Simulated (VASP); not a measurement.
# Pb (P6/mmm) in VASP: notebook, part 2 of 2

VASP 6.6.1. The steps go on from the part before.

## (4) Relaxation of cell and atoms, PBE, target pressure 0.25 GPa, at which the enthalpy is minimised

This run uses another cell than the first one: it holds 1 atom, not 3.

File INCAR:

```
PREC     = Accurate       # precision mode
ENCUT    = 600            # plane-wave cutoff, eV
EDIFF    = 1E-6           # SCF threshold, eV
ISMEAR   = -1             # smearing method
SIGMA    = 0.05           # smearing width, eV
LREAL    = False          # projectors in reciprocal space
LASPH    = True           # aspherical terms in the spheres
NELM     = 100            # most SCF steps
ALGO     = Normal         # electronic algorithm
ISIF     = 3              # what is computed and relaxed
LWAVE    = False          # write WAVECAR
LCHARG   = False          # write CHGCAR
GGA      = PE             # functional
IBRION   = 2              # ionic algorithm
NSW      = 60             # ionic steps
EDIFFG   = -0.005         # ionic threshold
PSTRESS  = 2.5
```

File KPOINTS:

```
Automatic mesh
0
Gamma
  13 13 12
```

File POSCAR:

```
Pb
1.0
    3.4380526154      0.0000000000      0.0000000000
   -1.7190263077      2.9774409044      0.0000000000
    0.0000000000      0.0000000000      3.2317694584
Pb
1
Direct
    0.0000000000      0.0000000000      0.0000000000
```

Potentials or basis: VASP PAW PBE potentials, release 64 (Pb_d).

Launch:

```
$ cat potpaw_PBE.64/Pb_d/POTCAR > POTCAR
$ mpirun -np 1 vasp_std > vasp.out
```

OUTCAR:

```text
PREC = Accurate
   ENCUT = 600
   EDIFF = 1E-6
   ISMEAR = -1
   LREAL = False
   LASPH = True
   NELM = 100
   ISIF = 3
   GGA = PE
   IBRION = 2
   NSW = 60
   EDIFFG = -0.005
   PSTRESS = 2.5

 ion  position               nearest neighbor table
   1  0.000  0.000  0.000-

  LATTYP: Found a hexagonal cell.
 ALAT       =     3.4380526154
 C/A-ratio  =     0.9400000000

  Lattice vectors:

 A1 = (   3.4380526154,   0.0000000000,   0.0000000000)
 A2 = (  -1.7190263077,   2.9774409044,   0.0000000000)
 A3 = (   0.0000000000,   0.0000000000,   3.2317694584)

Analysis of symmetry for initial positions (statically):
=====================================================================
 Subroutine PRICEL returns:
[... 364 lines left out ...]

  energy without entropy =       -3.45802635  energy(sigma->0) =       -3.46010871

 E-fermi :   6.2138     XC(G=0):  -9.7522

 val. band max:        6.2063002880   @ k =   0.3077   0.3077   0.4167
 cond. band min:       6.2185096996   @ k =   0.2308   0.1538   0.2500
 fundamental gap:      0.0122094116
 Fermi energy:         6.2138052093

 k-point     1 :       0.0000    0.0000    0.0000
  band No.  band energies     occupation
      1     -10.9296      2.00000
      2     -10.6877      2.00000
      3     -10.6877      2.00000
      4     -10.4077      2.00000
      5     -10.4077      2.00000
      6      -5.0211      2.00000
      7      10.8099      0.00000
      8      12.8172      0.00000
      9      12.8172      0.00000
     10      14.4209      0.00000
     11      16.4029      0.00000
[... 309 lines left out ...]
 k-point    24 :       0.1538    0.0000    0.0833
  band No.  band energies     occupation
      1     -10.8710      2.00000
      2     -10.6963      2.00000
      3     -10.6213      2.00000
      4     -10.4472      2.00000
      5     -10.4242      2.00000
      6      -4.5140      2.00000
      7       9.6071      0.00000
      8      10.0944      0.00000
      9      11.9080      0.00000
     10      15.0474      0.00000
     11      16.2265      0.00000

 [... further k-points ...]
[... 5 lines left out ...]
  --------------------------------------------------------------------------------------
  -------------------------------------------------------------------------------------
  Total        0.0479640      0.0479640      0.0498725     -0.0000000      0.0000000      0.0000000
  in kB        2.3426249      2.3426249      2.4358362     -0.0000000      0.0000000      0.0000000
  external PRESSURE =      -0.1263047 kB  Pullay stress =       2.5000000 kB
[... 20 lines left out ...]
  energy  without entropy=       -3.4580263505  energy(sigma->0) =       -3.46010871

  enthalpy is  TOTEN    =        -3.4110048817 eV   P V=        0.0511861879

 reached required accuracy - stopping structural energy minimisation
```

OSZICAR:

```text
N       E                     dE             d eps       ncg     rms          rms(c)
DAV:   1     0.106629892686E+03    0.10663E+03   -0.79158E+03  3259   0.159E+03
DAV:   2     0.148148850476E+01   -0.10515E+03   -0.10321E+03  3276   0.337E+02
[... 73 lines left out ...]
  11 F= -.34110113E+01 E0= -.34089348E+01  d E =-.504755E-04
       N       E                     dE             d eps       ncg     rms          rms(c)
DAV:   1    -0.346256654926E+01   -0.29730E-03   -0.11327E-02  3795   0.221E+00    0.971E-02
DAV:   2    -0.346224653512E+01    0.32001E-03   -0.63020E-04  3807   0.530E-01    0.375E-02
DAV:   3    -0.346219017926E+01    0.56356E-04   -0.20131E-04  4205   0.287E-01    0.618E-03
DAV:   4    -0.346219106967E+01   -0.89041E-06   -0.75006E-06  3492   0.394E-02
  12 F= -.34110049E+01 E0= -.34089225E+01  d E =0.643205E-05
```

It took 2.9 min on 1 thread of Intel Xeon 6975P-C, shared host; peak memory 0.22 GiB.

Results:

| Item | Value |
| --- | --- |
| Free energy | -3.4622 eV |
| Relaxed volume | 32.80 Å³/atom |
| Relaxed cell | a = 3.407 Å, b = 3.407 Å, c = 3.263 Å, α = 90.00°, β = 90.00°, γ = 120.00° |
| Space group after relaxing (to 0.05 Å) | P6/mmm (No. 191) |
| Energy change on relaxing (the enthalpy is what falls) | -1.8 meV/atom |
| Ionic steps | 12 |
| Pressure after relaxing | 0.2 GPa |
| Band gap on the k mesh | zero (band 7 reaches 10.93 eV, above the bottom of band 8 at 4.77 eV) |

Step by step:
| step | energy change (eV) | largest force (eV/Å) | pressure (GPa) | volume (Å³) |
| --- | --- | --- | --- | --- |
| 1 | 0.0000 | 0.0000 | -0.03 | 33.08 |
| 2 | -0.0017 | 0.0000 | 0.27 | 32.81 |
| 3 | -0.0016 | 0.0000 | 0.33 | 32.71 |
| 4 | -0.0016 | 0.0000 | 0.41 | 32.73 |
| 5 | -0.0017 | 0.0000 | 0.37 | 32.77 |
| 6 | -0.0017 | 0.0000 | 0.35 | 32.74 |
| 7 | -0.0017 | 0.0000 | 0.36 | 32.74 |
| 8 | -0.0019 | 0.0000 | 0.27 | 32.85 |
| 9 | -0.0019 | 0.0000 | 0.25 | 32.86 |
| 10 | -0.0019 | 0.0000 | 0.25 | 32.85 |
| 11 | -0.0019 | 0.0000 | 0.21 | 32.85 |
| 12 | -0.0018 | 0.0000 | 0.24 | 32.80 |

Final structure:
```xyz
1
Lattice="3.4071 0.0000 0.0000 -1.7035 2.9506 0.0000 0.0000 0.0000 3.2631" Properties=species:S:1:pos:R:3 pbc="T T T"
Pb    0.0000    0.0000    3.2631
```

Caveat: the cell is relaxed towards a set pressure, so the enthalpy falls and the energy may rise; spin-orbit coupling is left out, which moves the levels of the heavy elements.

## (5) Relaxation of cell and atoms, PBE, target pressure 0.25 GPa, at which the enthalpy is minimised

This run uses another cell than the first one, of 31.82 Å³/atom, 0.996 times its volume.

File INCAR:

```
PREC = Accurate
ENCUT = 600
EDIFF = 1E-7
ISMEAR = -1
SIGMA = 0.05
LREAL = False
LASPH = True
NELM = 60
ALGO = Normal
ISIF = 3
LWAVE = False
LCHARG = False
GGA = PE
IBRION = 2
NSW = 60
EDIFFG = -0.005
PSTRESS = 2.5
```

File KPOINTS:

```
Automatic mesh
0
Gamma
  7 7 9
```

File POSCAR:

```
Pb
1.0
    5.6232187279      0.0000000000      0.0000000000
   -2.8116093640      4.8698502694      0.0000000000
    0.0000000000      0.0000000000      3.4863956113
Pb
3
Direct
    0.0000000000      0.0000000000      0.0000000000
    0.3333333333      0.6666666667      0.5000000000
    0.6666666667      0.3333333333      0.5000000000
```

Launch:

```
$ cat potpaw_PBE.64/Pb_d/POTCAR > POTCAR
$ mpirun -np 1 vasp_std > vasp.out
```

Run time: 4.6 min. Hardware: 1 thread of Intel Xeon 6975P-C, shared host; peak memory 0.3 GiB.

Results (log left out):

* Free energy: -10.5194 eV
* Relaxed volume: 31.95 Å³/atom
* Relaxed cell: a = 5.669 Å, b = 5.669 Å, c = 3.444 Å, α = 90.00°, β = 90.00°, γ = 120.00°
* Space group after relaxing (to 0.05 Å): P6/mmm (No. 191)
* Energy change on relaxing (the enthalpy is what falls): -1.4 meV/atom
* Ionic steps: 5
* Pressure after relaxing: 0.3 GPa
* Band gap on the k mesh: zero (band 21 reaches 8.59 eV, above the bottom of band 22 at 4.81 eV)

Step by step:
```csv
step,energy change (eV),largest force (eV/Å),pressure (GPa),volume (Å³)
1,0.0000,0.0000,0.42,95.47
2,-0.0032,0.0000,0.22,95.93
3,-0.0046,0.0000,0.05,96.34
4,-0.0042,0.0000,0.28,95.81
5,-0.0042,0.0000,0.26,95.85
```

Final structure:
```
Pb
1.0
     5.66854    0.00000    0.00000
    -2.83427    4.90910    0.00000
     0.00000    0.00000    3.44433
Pb
3
Direct
  0.00000 0.00000 0.00000
  0.33333 0.66667 0.50000
  0.66667 0.33333 0.50000
```

Levels at points of the mesh, in eV from the Fermi level:
```tsv
k point	band 19	band 20	band 21	band 22	band 23	band 24
(0.00, 0.00, 0.00)	-1.95	-1.95	-1.84	-1.84	2.87	6.74
```

Caveat: the cell is relaxed towards a set pressure, so the enthalpy falls and the energy may rise; spin-orbit coupling is left out, which moves the levels of the heavy elements.

## (6) Relaxation of cell and atoms, PBE, target pressure 0.25 GPa, at which the enthalpy is minimised

File INCAR:

```
ALGO = Normal ; EDIFF = 1E-7
EDIFFG = -0.005 ; ENCUT = 600
GGA = PE ; IBRION = 2
ISIF = 3 ; ISMEAR = -1
LASPH = T ; LCHARG = F
LREAL = F ; LWAVE = F
NELM = 100 ; NSW = 32
PREC = Accurate ; PSTRESS = 2.5
SIGMA = 0.05
```

File KPOINTS:

```
k-points
0
Gamma
  7 7 9
```

File POSCAR:

```
Pb
1.0
    5.6698768875      0.0000000000      0.0000000000
   -2.8349384438      4.9102574209      0.0000000000
    0.0000000000      0.0000000000      3.4431684103
Pb
3
Direct
    0.0000000000      0.0000000000      0.0000000000
    0.3333333333      0.6666666667      0.5000000000
    0.6666666667      0.3333333333      0.5000000000
```

Potentials or basis: VASP PAW PBE potentials, release 64 (Pb_d).

Launch:

```
$ cat potpaw_PBE.64/Pb_d/POTCAR > POTCAR
$ mpirun -np 1 vasp_std > vasp.out
```

OUTCAR:

```text
EDIFF = 1E-7
   EDIFFG = -0.005
   ENCUT = 600
   GGA = PE
   IBRION = 2
   ISIF = 3
   ISMEAR = -1
   LASPH = T
   LREAL = F
   NELM = 100
   NSW = 32
   PREC = Accurate
   PSTRESS = 2.5

 ion  position               nearest neighbor table
   1  0.000  0.000  0.000-   2 3.70   3 3.70   2 3.70   3 3.70   3 3.70   3 3.70   2 3.70   2 3.70
                             3 3.70   3 3.70   2 3.70   2 3.70
   2  0.333  0.667  0.500-   3 3.27   3 3.27   3 3.27   1 3.70   1 3.70   1 3.70   1 3.70   1 3.70
                             1 3.70
[... 876 lines left out ...]
  -------------------------------------------------------------------------------------
  Total        0.1519775      0.1519775      0.1480120     -0.0000000      0.0000000     -0.0000000
  in kB        2.5401166      2.5401166      2.4738378     -0.0000000      0.0000000     -0.0000000
  external PRESSURE =       0.0180237 kB  Pullay stress =       2.5000000 kB

 VOLUME and BASIS-vectors are now :
 -----------------------------------------------------------------------------
  energy-cutoff  :      600.00
  volume of cell :       95.86
      direct lattice vectors                 reciprocal lattice vectors
     5.669876888  0.000000000  0.000000000     0.176370673  0.101827655  0.000000000
    -2.834938444  4.910257421  0.000000000     0.000000000  0.203655311  0.000000000
     0.000000000  0.000000000  3.443168410     0.000000000  0.000000000  0.290430174

 POSITION                                       TOTAL-FORCE (eV/Angst)
 -----------------------------------------------------------------------------------
      0.00000      0.00000      0.00000        -0.000000      0.000000      0.000000
     -0.00000      3.27350      1.72158         0.000000     -0.000000     -0.000000
      2.83494      1.63675      1.72158        -0.000000      0.000000      0.000000
 -----------------------------------------------------------------------------------
    total drift:                               -0.000000      0.000000     -0.000000

  FREE ENERGIE OF THE ION-ELECTRON SYSTEM (eV)
  ---------------------------------------------------
  free  energy   TOTEN  =       -10.5194631632 eV

  energy  without entropy=      -10.5038577376  energy(sigma->0) =      -10.51166045

  enthalpy is  TOTEN    =       -10.3698859006 eV   P V=        0.1495772626

 reached required accuracy - stopping structural energy minimisation
```

OSZICAR:

```text
N       E                     dE             d eps       ncg     rms          rms(c)
DAV:   1     0.483641586489E+03    0.48364E+03   -0.22832E+04  2000   0.222E+03
DAV:   2     0.290006047211E+02   -0.45464E+03   -0.45114E+03  2000   0.513E+02
DAV:   3    -0.921612134213E+01   -0.38217E+02   -0.37745E+02  2481   0.189E+02
DAV:   4    -0.105126011430E+02   -0.12965E+01   -0.12930E+01  2429   0.419E+01
DAV:   5    -0.105626626174E+02   -0.50061E-01   -0.50026E-01  2712   0.692E+00    0.964E-01
DAV:   6    -0.105253692120E+02    0.37293E-01   -0.74304E-02  3012   0.635E+00    0.506E-01
DAV:   7    -0.105195476661E+02    0.58215E-02   -0.76096E-02  2722   0.357E+00    0.199E-01
DAV:   8    -0.105193924314E+02    0.15523E-03   -0.63212E-03  2449   0.158E+00    0.115E-01
DAV:   9    -0.105194506505E+02   -0.58219E-04   -0.69024E-04  2254   0.363E-01    0.171E-02
DAV:  10    -0.105194630326E+02   -0.12382E-04   -0.64267E-05  2739   0.969E-02    0.781E-03
DAV:  11    -0.105194635380E+02   -0.50543E-06   -0.54825E-06  2812   0.233E-02    0.231E-03
DAV:  12    -0.105194630925E+02    0.44547E-06   -0.17792E-06  2372   0.276E-02    0.110E-03
DAV:  13    -0.105194632248E+02   -0.13229E-06   -0.34485E-07  1725   0.123E-02    0.260E-04
DAV:  14    -0.105194631632E+02    0.61561E-07   -0.35867E-08  1084   0.224E-03
   1 F= -.10369886E+02 E0= -.10362083E+02  d E =-.103699E+02
```

It took 91 s on 1 thread of Intel Xeon 6975P-C, shared host; peak memory 0.28 GiB.

Results:

```yaml
Free_energy: -10.5195 eV
Pressure_after_relaxing: 0.3 GPa
Band_gap_on_the_k_mesh: zero (band 21 reaches 8.59 eV, above the bottom of band 22 at 4.80 eV)
```

Final structure:
```
CELL_PARAMETERS angstrom
5.66988 0.00000 0.00000
-2.83494 4.91026 0.00000
0.00000 0.00000 3.44317
ATOMIC_POSITIONS crystal
Pb 0.00000 0.00000 0.00000
Pb 0.33333 0.66667 0.50000
Pb 0.66667 0.33333 0.50000
```

Levels at points of the mesh, in eV from the Fermi level:
| k point | band 18 | band 19 | band 20 | band 21 | band 22 | band 23 | band 24 | band 25 |
| --- | --- | --- | --- | --- | --- | --- | --- | --- |
| (0.00, 0.00, 0.00) | -7.01 | -1.95 | -1.95 | -1.84 | -1.84 | 2.88 | 6.75 | 7.31 |

Caveat: the relaxation stopped at its first step, so nothing moved; the cell is relaxed towards a set pressure, so the enthalpy falls and the energy may rise; spin-orbit coupling is left out, which moves the levels of the heavy elements.

## (7) Summary

| task | cell | k mesh | cutoff (eV) | gap on the mesh (eV) | pressure (GPa) |
| --- | --- | --- | --- | --- | --- |
| single point | a = 5.670, b = 5.670, c = 3.443 Å, angles 90.0, 90.0, 120.0°, 3 atoms | 7 × 7 × 9 | 520 | none | 0.2 |
| relaxation of cell and atoms | relaxed to 0.25 GPa from a = 3.408, b = 3.408, c = 3.265 Å, angles 90.0, 90.0, 120.0°, 1 atom | 13 × 13 × 12 | 600 | none | 0.2 |
| relaxation of cell and atoms | relaxed to 0.25 GPa from a = 3.438, b = 3.438, c = 3.232 Å, angles 90.0, 90.0, 120.0°, 1 atom | 13 × 13 × 12 | 600 | none | 0.2 |
| relaxation of cell and atoms | relaxed to 0.25 GPa from a = 5.623, b = 5.623, c = 3.486 Å, angles 90.0, 90.0, 120.0°, 3 atoms | 7 × 7 × 9 | 600 | none | 0.3 |
| relaxation of cell and atoms | relaxed to 0.25 GPa from a = 5.670, b = 5.670, c = 3.443 Å, angles 90.0, 90.0, 120.0°, 3 atoms | 7 × 7 × 9 | 600 | none | 0.3 |

Alike in all rows: level PBE; potentials or basis VASP PAW PBE potentials, release 64 (Pb_d); no spin polarisation; smearing fermi-dirac 0.05 eV.

Caveats: spin-orbit coupling is left out, which moves the levels of the heavy elements; the cell is relaxed towards a set pressure, so the enthalpy falls and the energy may rise (some runs); the relaxation stopped at its first step, so nothing moved (some runs).

Total energies depend on the potentials used, so only differences within one code and one set of settings carry meaning.
